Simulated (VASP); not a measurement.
# Al15BN16 (a cell with a defect) in VASP: further runs

Al15BN16 (a cell with a defect) is run at these levels: PBE; tasks: electric field gradients.

All numbers are computed with VASP 6.6.1; they aren't measurements. Logs are shortened: lines on timing, memory, paths and dates and some standing lists are left out, and cuts for length are marked.

### Step 1. The cell of the first run

The cell holds a defect, 32 atoms: a = 6.260 Å, b = 6.260 Å, c = 10.035 Å, α = 90.00°, β = 90.00°, γ = 120.00°.

### Step 2. Electric field gradients, PBE, collinear spin

INCAR reads:

```
  PREC = Accurate
  ENCUT = 520
  EDIFF = 1E-8
  ISMEAR = -1
  SIGMA = 0.01
  LREAL = Auto
  LASPH = T
  NELM = 200
  ALGO = Normal
  ISIF = 2
  LWAVE = F
  LCHARG = F
  ISPIN = 2
  MAGMOM = 0.01 0 0 0.01 0.01 0 0 0.01 0.01 0 0 0 0.01 0 0 0.06 0.06 0 0 0 0.05 0.02 0 0 0.05 0.02 0 0 0 0.02 0.01 0
  LORBIT = 11
  NUPDOWN = 1.0
  GGA = PE
  LEFG = T
  NELECT = 129.0
  NBANDS = 90
  GGA_COMPAT = F
  ISYM = -1
  KPAR = 1
```

KPOINTS reads:

```
explicit points
4
Reciprocal
  0.25000000   0.25000000   0.25000000 2
  0.25000000   0.25000000   0.75000000 2
  0.25000000   0.75000000   0.25000000 2
  0.25000000   0.75000000   0.75000000 2
```

POSCAR reads:

```
Al15BN16
1.0
    6.2595139128      0.0000000578      0.0000000000
   -3.1297570064      5.4208980350      0.0000000000
    0.0000000000      0.0000000000     10.0348065929
Al B N
15 1 16
Direct
    0.3353399582      0.1660126044      0.2606500098
    0.3328687560      0.1687704077      0.7433323139
    0.1674003775      0.3341113483      1.0032478065
    0.3341581594      0.6686757831      0.2603310560
    0.1746977806      0.8366181543      0.4967452035
    0.3334335273      0.6637178977      0.7435644811
    0.1684459466      0.8348881311      0.9990303064
    0.8323943056      0.1668831101      0.2604815034
    0.6644766180      0.3266992852      0.4966789817
    0.8379412900      0.1685141542      0.7435678570
    0.6666635772      0.3330890534      0.9989871797
    0.8338677785      0.6673461683      0.2498710555
    0.6670561431      0.8343606279      0.4985039589
    0.8351651225      0.6664389249      0.7475461457
    0.6670564139      0.8342424510      0.9997379633
    0.1681154324      0.3333789575      0.5063728347
    0.3094903108      0.1912756969      0.4522044401
    0.1685595145      0.3326176698      0.1914479216
    0.3318131942      0.1697589628      0.9359769341
    0.1688768522      0.3326665094      0.6743412899
    0.3103674562      0.6200016166      0.4530648051
    0.1667970047      0.8322304986      0.1889569623
    0.3321090068      0.6665408628      0.9363204828
    0.1694195090      0.8324269047      0.6886824689
    0.8811736461      0.1911551682      0.4532258119
    0.6691240494      0.3342983604      0.1889330750
    0.8349841643      0.1692892191      0.9363188907
    0.6688330004      0.3323758841      0.6886531008
    0.8339212052      0.6671881156      0.4394264450
    0.6683642552      0.8325131759      0.1904833813
    0.8332549375      0.6684472925      0.9381346002
    0.6702058299      0.8320330669      0.6893362632
```

Potentials or basis: VASP PAW PBE potentials, release 64 (Al, B, N).

Started as:

```sh
$ cat potpaw_PBE.64/Al/POTCAR potpaw_PBE.64/B/POTCAR potpaw_PBE.64/N/POTCAR > POTCAR
$ mpirun -np 4 vasp_std > vasp.out
```

OUTCAR:

```text
PREC = Accurate
   ENCUT = 520
   EDIFF = 1E-8
   ISMEAR = -1
   LREAL = Auto
   LASPH = T
   NELM = 200
   ISIF = 2
   ISPIN = 2
   LORBIT = 11
   NUPDOWN = 1.0
   GGA = PE
   NELECT = 129.0
   ISYM = -1

 ion  position               nearest neighbor table
   1  0.335  0.166  0.261-  18 1.94  17 1.94  22 1.95  26 1.95   9 2.97   5 2.97   8 3.11   4 3.11
                            12 3.13  12 3.13   4 3.15   8 3.15   3 3.16   7 3.18  11 3.18
   2  0.333  0.169  0.743-  28 1.90  24 1.90  20 1.91  19 1.93   9 3.06   5 3.06   6 3.10  10 3.10
                            14 3.13  14 3.13  11 3.14   7 3.14  10 3.16   6 3.16   3 3.17
   3  0.167  0.334  0.003-  18 1.89  19 1.91  27 1.92  23 1.92   7 3.13  11 3.13  15 3.13  15 3.13
                            11 3.13   7 3.13   4 3.15   8 3.16  10 3.16   6 3.16   1 3.16   2 3.17
   4  0.334  0.669  0.260-  22 1.93  30 1.94  18 1.95  21 1.95   5 2.96  13 2.99   1 3.11   8 3.12
                            12 3.13  12 3.13   8 3.14   1 3.15   3 3.15  15 3.18   7 3.18
   5  0.175  0.837  0.497-  24 1.93  29 1.93  21 1.98  17 1.99   4 2.96   1 2.97   2 3.06   6 3.06
                             9 3.07  13 3.09  12 3.09  14 3.12  13 3.17   9 3.19
   6  0.333  0.664  0.744-  24 1.89  32 1.90  20 1.92  23 1.93  13 3.05   5 3.06   2 3.10  10 3.10
                            14 3.13  14 3.13  15 3.14   7 3.15  10 3.16   3 3.16   2 3.16
   7  0.168  0.835  0.999-  22 1.91  23 1.91  31 1.92  19 1.92  12 3.10  14 3.10  11 3.12  15 3.12
                             3 3.13   3 3.13  15 3.14   2 3.14  11 3.14   6 3.15   4 3.18   1 3.18
   8  0.832  0.167  0.260-  26 1.93  30 1.94  18 1.95  25 1.95   9 2.96  13 2.99   1 3.11   4 3.12
                            12 3.13  12 3.13   4 3.14   1 3.15   3 3.16  15 3.18  11 3.18
   9  0.664  0.327  0.497-  28 1.93  29 1.93  25 1.98  17 1.99   8 2.96   1 2.97   2 3.06  10 3.06
[... 16 lines left out ...]
  19  0.332  0.170  0.936-   3 1.91  11 1.92   7 1.92   2 1.93
  20  0.169  0.333  0.674-  16 1.69   2 1.91  10 1.92   6 1.92
  21  0.310  0.620  0.453-  16 1.64   4 1.95   5 1.98  13 2.00
[... 9 lines left out ...]
  31  0.833  0.668  0.938-  15 1.90  14 1.91   7 1.92  11 1.92
  32  0.670  0.832  0.689-  14 1.88  10 1.90   6 1.90  13 1.92

IMPORTANT INFORMATION: All symmetrisations will be switched off!
NOSYMM: (Re-)initialisation of all symmetry stuff for point group C_1.

----------------------------------------------------------------------------------------

                                     Primitive cell

  volume of cell :     340.5029

  direct lattice vectors                    reciprocal lattice vectors
     6.259513913  0.000000058  0.000000000     0.159756813  0.092235641  0.000000000
    -3.129757006  5.420898035  0.000000000    -0.000000002  0.184471279  0.000000000
     0.000000000  0.000000000 10.034806593     0.000000000  0.000000000  0.099653141

  length of vectors
[... 820 lines left out ...]
     -0.00113      3.62482      2.61237         0.148854     -0.167558     -0.060394
     -1.52489      4.53522      4.98474        -0.073816     -0.018979      0.041746
      0.00986      3.59795      7.46153         0.128124     -0.048278     -0.118314
[... 24 lines left out ...]
      3.12369      3.62358      9.41400         0.163498     -0.107198      0.114865
      1.59110      4.51037      6.91736        -0.205787      0.085783      0.114769
 -----------------------------------------------------------------------------------
    total drift:                                0.004828      0.007139      0.010893

  FREE ENERGIE OF THE ION-ELECTRON SYSTEM (eV)
  ---------------------------------------------------
  free  energy   TOTEN  =      -228.8739559360 eV

  energy  without entropy=     -228.8739559359  energy(sigma->0) =     -228.87395594

 Electric field gradients (V/A^2)
---------------------------------------------------------------------
 ion       V_xx      V_yy      V_zz      V_xy      V_xz      V_yz
---------------------------------------------------------------------
   1       0.967     3.130    -4.097     1.806     3.249    -1.834
   2      -4.773    -4.568     9.341    -0.090    -3.137     1.938
   3       3.515     4.654    -8.169     0.970     1.026    -0.567
   4       2.132     0.556    -2.688     0.749    -1.191     5.164
   5      -0.096    -4.519     4.615     5.326    -4.126    -3.156
   6      -6.878    -2.682     9.560     1.514    -1.102    -2.269
[... 24 lines left out ...]
  31       0.621     0.069    -0.690    -0.493    -0.586     0.308
  32       1.945     0.595    -2.540    -1.070     0.930    -0.543
---------------------------------------------------------------------

 Electric field gradients after diagonalization (V/A^2)
 (convention: |V_zz| > |V_xx| > |V_yy|)
----------------------------------------------------------------------
 ion       V_xx      V_yy      V_zz     asymmetry (V_yy - V_xx)/ V_zz
----------------------------------------------------------------------
   1       4.154     2.166    -6.320       0.315
   2      -5.568    -4.686    10.254       0.086
   3       5.210     3.082    -8.291       0.257
   4       4.351     2.350    -6.702       0.299
   5      -8.086    -1.172     9.257       0.747
   6      -7.375    -2.700    10.075       0.464
[... 24 lines left out ...]
  31      -0.929    -0.219     1.148       0.619
  32       2.754     0.005    -2.759       0.996
----------------------------------------------------------------------

           NMR quadrupolar parameters

 Cq : quadrupolar parameter    Cq=e*Q*V_zz/h
 eta: asymmetry parameters     (V_yy - V_xx)/ V_zz
 Q  : nuclear electric quadrupole moment in mb (millibarn)
----------------------------------------------------------------------
 ion       Cq(MHz)       eta       Q (mb)
----------------------------------------------------------------------
   1      -0.015       0.315       1.000
   2       0.025       0.086       1.000
   3      -0.020       0.257       1.000
   4      -0.016       0.299       1.000
   5       0.022       0.747       1.000
   6       0.024       0.464       1.000
[... 24 lines left out ...]
  31       0.003       0.619       1.000
  32      -0.007       0.996       1.000
----------------------------------------------------------------------

 total charge

# of ion       s       p       d       tot
------------------------------------------
    1        0.361   0.413   0.000   0.774
    2        0.369   0.431   0.000   0.800
    3        0.369   0.434   0.000   0.803
    4        0.361   0.412   0.000   0.773
    5        0.362   0.405   0.000   0.766
    6        0.369   0.430   0.000   0.799
[... 24 lines left out ...]
   31        1.224   2.624   0.000   3.848
   32        1.224   2.637   0.000   3.861
--------------------------------------------------
tot         25.702  49.175   0.000  74.877

 magnetization (x)

# of ion       s       p       d       tot
------------------------------------------
    1        0.001   0.006   0.000   0.007
    2        0.000   0.000   0.000   0.001
    3       -0.000  -0.000   0.000  -0.000
    4        0.000   0.005   0.000   0.006
    5        0.002   0.007   0.000   0.009
    6        0.000   0.000   0.000   0.001
[... 24 lines left out ...]
   31        0.002   0.005   0.000   0.007
   32        0.000   0.001   0.000   0.001
--------------------------------------------------
tot          0.111   0.262   0.000   0.373
```

OSZICAR:

```text
N       E                     dE             d eps       ncg     rms          rms(c)
DAV:   1     0.531349119797E+03    0.53135E+03   -0.59541E+04  1472   0.126E+03
DAV:   2    -0.209349215931E+03   -0.74070E+03   -0.70566E+03  1864   0.258E+02
DAV:   3    -0.263728762149E+03   -0.54380E+02   -0.53910E+02  1832   0.727E+01
[... 10 lines left out ...]
DAV:  14    -0.228873951524E+03   -0.87766E-05   -0.33210E-05  1728   0.221E-02    0.150E-02
DAV:  15    -0.228873954903E+03   -0.33789E-05   -0.13492E-05  1736   0.119E-02    0.751E-03
DAV:  16    -0.228873955745E+03   -0.84127E-06   -0.19953E-06  1744   0.642E-03    0.288E-03
DAV:  17    -0.228873955917E+03   -0.17234E-06   -0.12068E-06  1800   0.381E-03    0.121E-03
DAV:  18    -0.228873955937E+03   -0.19734E-07   -0.12518E-07  1696   0.140E-03    0.857E-04
DAV:  19    -0.228873955936E+03    0.75488E-09   -0.23144E-08  1456   0.508E-04
   1 F= -.22887396E+03 E0= -.22887396E+03  d E =-.884959E-11  mag=     1.0000
```

stdout:

```text
POSCAR found type information on POSCAR AlB N
 POSCAR found :  3 types and      32 ions
 scaLAPACK will be used
 LDA part: xc-table for (Slater+PW92), standard interpolation
 -----------------------------------------------------------------------------
[... 28 lines left out ...]
     0.0000661    -0.0768114     0.1072543     0.1914198    -0.1894733     0.0463433
     0.0000910    -0.0768114     0.1072543     0.1914198    -0.1894733     0.0463433
[... 89 lines left out ...]
     0.0000349    -0.6803138    -4.5291677    -3.0992597    -0.6724814     4.4147472
     0.0000480    -0.6803132    -4.5291640    -3.0992571    -0.6724808     4.4147435
     0.0000661    -0.6803122    -4.5291577    -3.0992526    -0.6724799     4.4147373
     0.0000910    -0.6803107    -4.5291472    -3.0992452    -0.6724783     4.4147270

ion  10
     0.0000349    -0.1620818    -0.1021976    -0.4646300
```

Run time: 2.5 min. Hardware: 4 MPI ranks of Intel Xeon 6975P-C (Granite Rapids), shared host; peak memory 0.28 GiB.

What came out:

- Free energy: -228.8740 eV
- Largest force: 0.336 eV/Å
- Net moment: 1.00 μB per cell
- Site moments: Al +0.01, +0.00, -0.00 (each value once); B +0.09; N +0.06, -0.00, +0.00, +0.05, +0.02, +0.01 (each value once) μB
- Largest electric field gradient by atom: Al -6.3, +10.3, -8.3, -6.7, +9.3, +10.1, -2.2, -6.8, -2.3, +5.9, -2.0 (each value once); B +4.4; N +20.8, -3.9, +4.3, +24.2, +20.3, +5.6, +3.5, -3.2, +20.4, +5.7, -1.0, +6.5, +1.1, -2.8 (each value once) V/Å²
- Valence electrons inside the program's atomic spheres: Al 0.77, 0.80, 0.81, 0.79 (each value once); B 1.75; N 3.79, 3.83, 3.84, 3.86, 3.85 (each value once)

Forces in eV/Å, atoms in the order of the input:
```
Al  -0.031  0.010 -0.195
Al   0.142 -0.100 -0.112
Al  -0.127  0.070 -0.100
Al   0.149 -0.168 -0.060
Al  -0.074 -0.019  0.042
Al   0.128 -0.048 -0.118
Al  -0.126  0.037 -0.129
Al   0.224 -0.042 -0.071
Al  -0.019  0.058  0.051
Al   0.100 -0.086 -0.121
Al  -0.087  0.089 -0.124
Al   0.123 -0.074 -0.086
Al  -0.266  0.158 -0.132
Al   0.148 -0.072 -0.110
Al  -0.117  0.080 -0.118
B   -0.124  0.058 -0.128
N    0.171 -0.078  0.122
N   -0.156  0.086  0.056
N    0.179 -0.104  0.100
N   -0.136  0.090  0.013
N    0.156  0.066 -0.006
N   -0.092  0.101  0.264
N    0.189 -0.099  0.115
N   -0.233  0.113  0.099
N    0.033 -0.174 -0.024
N   -0.146  0.042  0.267
N    0.169 -0.106  0.114
N   -0.182  0.136  0.102
N    0.224 -0.117 -0.020
N   -0.176  0.116  0.079
N    0.163 -0.107  0.115
N   -0.206  0.086  0.115
```

Electric field gradients, principal values (V/Å²):
```
 atom    least   middle  greatest (by size)
 1 Al    2.166    4.154              -6.320
 2 Al   -4.686   -5.568              10.254
 3 Al    3.082    5.210              -8.291
 4 Al    2.350    4.351              -6.702
 5 Al   -1.172   -8.086               9.257
 6 Al   -2.700   -7.375              10.075
 7 Al    0.335    1.881              -2.216
 8 Al    2.412    4.413              -6.824
 9 Al   -1.302   -7.974               9.276
10 Al   -2.789   -7.265              10.054
11 Al    0.285    1.899              -2.184
12 Al    1.075    1.218              -2.293
13 Al   -3.243   -6.815              10.059
14 Al   -1.424   -4.481               5.905
15 Al    0.417    1.581              -1.998
 16 B   -1.900   -2.503               4.403
 17 N   -9.033  -11.746              20.779
 18 N    0.761    3.107              -3.869
 19 N   -1.753   -2.597               4.349
 20 N  -11.785  -12.452              24.237
 21 N   -7.663  -12.639              20.302
 22 N   -0.033   -5.592               5.625
 23 N   -0.551   -2.934               3.485
 24 N    0.094    3.079              -3.172
 25 N   -7.739  -12.622              20.362
 26 N   -0.094   -5.588               5.682
 27 N   -0.475   -3.023               3.499
 28 N    0.165    3.042              -3.207
 29 N    0.402    0.551              -0.953
 30 N   -1.888   -4.640               6.528
 31 N   -0.219   -0.929               1.148
 32 N    0.005    2.754              -2.759
```

Caveat: the cell carries a net charge on a neutralising background, which shifts energy and pressure; the cell is charged against a uniform background, so pressure and absolute levels hang on convention; without QUAD_EFG the Cq values of the log hold for a quadrupole moment of 1 mb, not for the nuclei; the total moment is fixed, so each spin has its own Fermi level and the state may be an excited one.

[end of part 1 of 2]
